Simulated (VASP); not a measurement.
# Al4Cu (Cmmm) in VASP: notebook

The runs below take Al4Cu through single point, relaxation of cell and atoms, with PBE.

Program: VASP 6.6.1. These are calculated values, not measurements. Logs are shortened: lines on timing, memory, paths and dates and some standing lists are left out, and cuts for length are marked.

### 1 The cell of the first run

It takes space group Cmmm (No. 65, orthorhombic). The conventional cell has a = 6.612 Å, b = 6.943 Å, c = 2.968 Å, α = 90.00°, β = 90.00°, γ = 90.00°. Within 2.8 Å of Al (site symmetry m2m) lie 2 Cu at 1.98 Å and 5 Al at 2.63 to 2.74 Å. Al (site symmetry 2mm) has 1 Cu at 1.89 Å within 2.5 Å. Cu (site symmetry mmm) has 6 Al at 1.89 to 1.98 Å within 2.5 Å.

The cell was built from a structure type or drawn by symmetry, and may not be a known phase.

### 2 Single point, PBE

INCAR

```
SYSTEM = Al4Cu
PREC     = Accurate       ! precision mode
ENCUT    = 520            ! plane-wave cutoff, eV
EDIFF    = 1E-6           ! SCF threshold, eV
ISMEAR   = 0              ! smearing method
SIGMA    = 0.1            ! smearing width, eV
LREAL    = .FALSE.        ! projectors in reciprocal space
LASPH    = .TRUE.         ! aspherical terms in the spheres
NELM     = 80             ! most SCF steps
ALGO     = Fast           ! electronic algorithm
ISIF     = 2              ! what is computed and relaxed
LWAVE    = .FALSE.        ! write WAVECAR
LCHARG   = .TRUE.         ! write CHGCAR
GGA      = PE             ! functional
LELF     = .TRUE.         ! ELF
LVHAR    = .TRUE.       
NBANDS   = 20             ! bands
```

KPOINTS

```
regular mesh
0
G
  4 4 6
  0 0 0
```

POSCAR

```
Al4Cu
1.0
    3.3057639900     -3.4712816300      0.0000000000
    3.3057639900      3.4712816300      0.0000000000
    0.0000000000      0.0000000000      2.9684751600
Al Cu
4 1
Direct
    0.8105999900      0.1894000100      0.5000000000
    0.1894000100      0.8105999900      0.5000000000
    0.2852000000      0.2852000000      0.0000000000
    0.7148000000      0.7148000000      0.0000000000
    0.0000000000      0.0000000000      0.0000000000
```

Potentials or basis: VASP PAW PBE potentials, release 64 (Al, Cu).

Command:

```console
> cat potpaw_PBE.64/Al/POTCAR potpaw_PBE.64/Cu/POTCAR > POTCAR
> mpirun -np 1 vasp_std > vasp.out
```

OUTCAR:

```text
SYSTEM = Al4Cu
   PREC = Accurate
   ENCUT = 520
   EDIFF = 1E-6
   ISMEAR = 0
   LREAL = .FALSE.
   LASPH = .TRUE.
   NELM = 80
   ISIF = 2
   GGA = PE

 ion  position               nearest neighbor table
   1  0.811  0.189  0.500-   5 1.98   5 1.98   2 2.63   3 2.74   3 2.74   4 2.74   4 2.74   4 2.98
                             4 2.98   3 2.98   3 2.98
   2  0.189  0.811  0.500-   5 1.98   5 1.98   1 2.63   3 2.74   3 2.74   4 2.74   4 2.74   4 2.98
                             4 2.98   3 2.98   3 2.98
   3  0.285  0.285  0.000-   5 1.89   2 2.74   1 2.74   1 2.74   2 2.74   4 2.84   2 2.98   2 2.98
                             1 2.98   1 2.98
   4  0.715  0.715  0.000-   5 1.89   2 2.74   1 2.74   1 2.74   2 2.74   3 2.84   1 2.98   1 2.98
                             2 2.98   2 2.98
   5  0.000  0.000  0.000-   3 1.89   4 1.89   1 1.98   2 1.98   1 1.98   2 1.98

  LATTYP: Found a base centered orthorhombic cell.
 ALAT       =     6.6115279800
 B/A-ratio  =     1.0500694062
 C/A-ratio  =     0.4489847383

  Lattice vectors:

 A1 = (   3.3057639900,  -3.4712816300,   0.0000000000)
 A2 = (   3.3057639900,   3.4712816300,   0.0000000000)
 A3 = (   0.0000000000,   0.0000000000,   2.9684751600)

Analysis of symmetry for initial positions (statically):
=====================================================================
 Subroutine PRICEL returns:
 Original cell was already a primitive cell.

 Routine SETGRP: Setting up the symmetry group for a
 base centered orthorhombic supercell.

 Subroutine GETGRP returns: Found  8 space group operations
 (whereof  8 operations were pure point group operations)
 out of a pool of  8 trial point group operations.

The static configuration has the point symmetry D_2h.

Analysis of symmetry for dynamics (positions and initial velocities):
=====================================================================
 Subroutine PRICEL returns:
 Original cell was already a primitive cell.

 Routine SETGRP: Setting up the symmetry group for a
 base centered orthorhombic supercell.

 Subroutine GETGRP returns: Found  8 space group operations
 (whereof  8 operations were pure point group operations)
 out of a pool of  8 trial point group operations.

The dynamic configuration has the point symmetry D_2h.

 Subroutine INISYM returns: Found  8 space group operations
 (whereof  8 operations are pure point group operations),
 and found     1 'primitive' translations

[... 100 lines left out ...]
   EDIFF  = 0.1E-05   stopping-criterion for ELM
   LREAL  =      F    real-space projection
   EDIFFG = 0.1E-04   stopping-criterion for IOM
   NSW    =      0    number of steps for IOM
   IBRION =     -1    ionic relax: 0-MD 1-quasi-New 2-CG
   NFREE  =      0    steps in history (QN), initial steepest desc. (CG)
   ISIF   =      2    stress and relaxation
   ISYM   =      2    0-nonsym 1-usesym 2-fastsym
   POTIM  = 0.5000    time-step for ionic-motion
   TEBEG  =    0.0;   TEEND  =   0.0 temperature during run
   PSTRESS=    0.0 pullay stress
   NELECT =      23.0000    total number of electrons
   NUPDOWN=      -1.0000    fix difference up-down
   EMIN   =  10.00;   EMAX   =-10.00  energy-range for DOS
   EFERMI =   0.00;   METHOD = LEGACY
   ISMEAR =     0;   SIGMA  =   0.10  broadening in eV -4-tet -1-fermi 0-gaus
   EFERMI_NEDOS =   21; number of points for ismear=-14 and -15
   IALGO  =     68    algorithm
   IMIX   =      4    mixing-type and parameters
     AMIX     =   0.40;   BMIX     =  1.00
     AMIX_MAG =   1.60;   BMIX_MAG =  1.00
  volume/ion in A,a.u.               =      13.63        91.95
  Fermi-wavevector in a.u.,A,eV,Ry     =   1.139924  2.154143 17.679761  1.299426
  Thomas-Fermi vector in A             =   2.276626
   LORBIT       =      0    0 simple, 1 ext, 2 COOP (PROOUT), +10 PAW based schemes
   GGA     = PE    functional components
   LHFCALC =     F    Hartree Fock is set to
   AEXX    =    0.0000 exact exchange contribution
   IVDW    =     0    specifies the selected vdW correction
   LEPSILON=     F    determine dielectric tensor
   LRPA    =     F    only Hartree local field effects (RPA)
 non-spin polarized calculation
 RMM-DIIS sequential band-by-band and
 Gauss-broadening in eV      SIGMA  =   0.10
  energy-cutoff  :      520.00
  volume of cell :       68.13
 maximum number of plane-waves:      1855
   NGX = 17   NGY = 17   NGZ = 11

 number of electron      23.0000017 magnetization

 Free energy of the ion-electron system (eV)
  ---------------------------------------------------
  ext. energy  EPLUGINS =         0.00000000
  ---------------------------------------------------
  free energy    TOTEN  =       -10.30544822 eV

  energy without entropy =      -10.28659452  energy(sigma->0) =      -10.29602137

 E-fermi :   9.4498     XC(G=0): -10.9506

 val. band max:        9.4297305014   @ k =   0.2500   0.2500   0.1667
 cond. band min:       9.4542909851   @ k =   0.5000   0.5000   0.3333
 fundamental gap:      0.0245604837
 Fermi energy:         9.4498491562

 k-point     1 :       0.0000    0.0000    0.0000
  band No.  band energies     occupation
      1      -2.9237      2.00000
      2       1.0114      2.00000
      3       1.6960      2.00000
      4       1.8842      2.00000
      5       2.1380      2.00000
      6       2.3467      2.00000
[... 541 lines left out ...]
     19      15.2041      0.00000
     20      16.9053      0.00000

 [... further k-points ...]

------------------------ aborting loop because EDIFF is reached ----------------------------------------

  FORCE on cell =-STRESS in cart. coord.  units (eV):
  Direction    XX          YY          ZZ          XY          YZ          ZX
  --------------------------------------------------------------------------------------
  -------------------------------------------------------------------------------------
  Total       31.4736975     23.6471074     26.5828651      0.0000000      0.0000000      0.0000000
  in kB      740.1730000    556.1135743    625.1543554      0.0000000      0.0000000      0.0000000
  external PRESSURE =     640.4803099 kB  Pullay stress =       0.0000000 kB

 VOLUME and BASIS-vectors are now :
 -----------------------------------------------------------------------------
  energy-cutoff  :      520.00
  volume of cell :       68.13
      direct lattice vectors                 reciprocal lattice vectors
     3.305763990 -3.471281630  0.000000000     0.151250967 -0.144039019  0.000000000
     3.305763990  3.471281630  0.000000000     0.151250967  0.144039019  0.000000000
     0.000000000  0.000000000  2.968475160     0.000000000  0.000000000  0.336873292

 POSITION                                       TOTAL-FORCE (eV/Angst)
 -----------------------------------------------------------------------------------
      3.30576     -2.15636      1.48424         0.000000      8.945484      0.000000
      3.30576      2.15636      1.48424         0.000000     -8.945484     -0.000000
      1.88561      0.00000      0.00000         9.303541      0.000000      0.000000
      4.72592      0.00000      0.00000        -9.303541      0.000000     -0.000000
      0.00000      0.00000      0.00000        -0.000000     -0.000000      0.000000
 -----------------------------------------------------------------------------------
    total drift:                               -0.000000      0.000000     -0.000000

  FREE ENERGIE OF THE ION-ELECTRON SYSTEM (eV)
  ---------------------------------------------------
  free  energy   TOTEN  =       -10.3054482236 eV

  energy  without entropy=      -10.2865945239  energy(sigma->0) =      -10.29602137
```

It took 21 s on 1 thread of Intel Xeon 6975P-C (Granite Rapids), shared host; peak memory 0.18 GiB.

Results:

```
Free energy            : -10.3054 eV
Pressure               : 64.0 GPa
Largest force          : 9.304 eV/Å
Band gap on the k mesh : zero (an odd number of electrons rules out a gap without spin polarisation)
```

Forces in eV/Å, atoms in the order of the input:
```
Al   0.000  8.945  0.000
Al   0.000 -8.945  0.000
Al   9.304  0.000  0.000
Al  -9.304  0.000  0.000
Cu   0.000  0.000  0.000
```

Caveat: the cell stands under pressure; forces of over 1 eV/Å act on the atoms, so gaps and moduli don't describe the material at rest.

### 3 Single point, PBE

This run uses another cell than the first one, of 17.51 Å³/atom.

INCAR

```
SYSTEM = Al4Cu
PREC = Accurate ; ENCUT = 520
EDIFF = 1E-7 ; ISMEAR = 0
SIGMA = 0.1 ; LREAL = .False.
LASPH = .True. ; NELM = 100
ALGO = Normal ; ISIF = 2
LWAVE = .False. ; LCHARG = .False.
GGA = PE ; NBANDS = 20
```

KPOINTS

```
Automatic mesh
0
Gamma
  4 4 6
  0 0 0
```

POSCAR

```
Al4Cu
1.0
    3.9668294765     -3.9696172678      0.0000000000
    3.9668294765      3.9696172678      0.0000000000
    0.0000000000      0.0000000000      2.7803093526
Al Cu
4 1
Direct
    0.7391729822      0.2608270178      0.5000000000
    0.2608270178      0.7391729822      0.5000000000
    0.3093639742      0.3093639742      0.0000000000
    0.6906360258      0.6906360258      0.0000000000
    0.0000000000      0.0000000000      0.0000000000
```

Potentials or basis: VASP PAW PBE potentials, release 64 (Al, Cu).

Command:

```console
> cat potpaw_PBE.64/Al/POTCAR potpaw_PBE.64/Cu/POTCAR > POTCAR
> mpirun -np 1 vasp_std > vasp.out
```

Run time: 23 s. Hardware: 1 thread of Intel Xeon 6975P-C (Granite Rapids), shared host; peak memory 0.21 GiB.

The run converged. Its results:

- Free energy: -18.2584 eV
- Pressure: 0.1 GPa
- Largest force: 0.014 eV/Å
- Band gap on the k mesh: zero (an odd number of electrons rules out a gap without spin polarisation)

Forces in eV/Å, atoms in the order of the input:
```
Al   0.000  0.012  0.000
Al   0.000 -0.012  0.000
Al   0.014  0.000  0.000
Al  -0.014  0.000  0.000
Cu   0.000  0.000  0.000
```

Stress tensor (GPa, compression positive):
```
0.05 0.00 0.00
0.00 0.07 0.00
0.00 0.00 0.22
```

Levels at points of the mesh, in eV from the Fermi level:
```csv
k point,band 10,band 11,band 12,band 13,band 14,band 15
"(0.00, 0.00, 0.00)",-2.71,-1.53,-1.15,-0.11,1.20,7.58
"(0.50, 0.00, 0.00)",-3.27,-3.02,-0.18,1.63,4.41,4.68
"(0.50, 0.50, 0.00)",-0.12,0.45,0.79,1.64,2.69,2.72
"(0.00, 0.00, 0.50)",-0.92,-0.64,-0.60,-0.08,0.70,1.04
"(0.50, 0.00, 0.50)",-0.52,-0.12,-0.08,0.48,0.69,1.45
"(0.50, 0.50, 0.50)",-2.30,-1.96,-1.53,-1.51,4.34,4.74
```

Caveat: the k points lie up to 0.38 Å⁻¹ apart, too coarse for converged energies and pressures of a metal.

[end of part 1 of 2]
